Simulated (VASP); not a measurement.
Write the native input for VASP 6.6.1 that does the following.

```yaml
Task: single point
Functional: PBE
Potentials_or_basis: VASP PAW PBE potentials, release 64 (Si, N)
Cutoff: 520 eV
k_mesh: 10 × 10 × 8
Occupations: gaussian, width 0.1 eV
Spin: no spin polarisation
Dipole_correction: no
Further_INCAR_settings: ALGO = Normal; EDIFF = 1e-07; NBANDS = 19
```

The structure of Si3N2 lies in POSCAR:

```
Si3N2
1.0
    3.5954169199      0.0000000000      0.0000000000
    0.0000000000      3.5954169199      0.0000000000
    0.0000000000      0.0000000000      4.6839804083
Si N
3 2
Direct
    0.5000000000      0.0000000000      0.1547769738
    0.0000000000      0.5000000000      0.1547769738
    0.5000000000      0.5000000000      0.6810874115
    0.5000000000      0.0000000000      0.7683330754
    0.0000000000      0.5000000000      0.7683330754
```

The input as run:

INCAR

```
ALGO = Normal
EDIFF = 1E-7
ENCUT = 520
GGA = PE
ISIF = 2
ISMEAR = 0
LASPH = True
LCHARG = True
LELF = True
LREAL = False
LVHAR = True
LWAVE = False
NBANDS = 19
NELM = 100
PREC = Accurate
SIGMA = 0.1
```

KPOINTS

```
k-points
0
Gamma
  10 10 8
```

Potentials or basis: VASP PAW PBE potentials, release 64 (Si, N).

Run with:

```bash
$ cat potpaw_PBE.64/Si/POTCAR potpaw_PBE.64/N/POTCAR > POTCAR
$ mpirun -np 1 vasp_std > vasp.out
```

Results of the run:

| Item | Value |
| --- | --- |
| Pressure | -0.1 GPa |
| Largest force | 0.009 eV/Å |
| Band gap on the k mesh | zero (band 11 reaches 9.28 eV, above the bottom of band 12 at 6.04 eV) |

Wall time 91 s on 1 thread of Intel Xeon 6975P-C, on a shared host, peak memory 0.23 GiB.
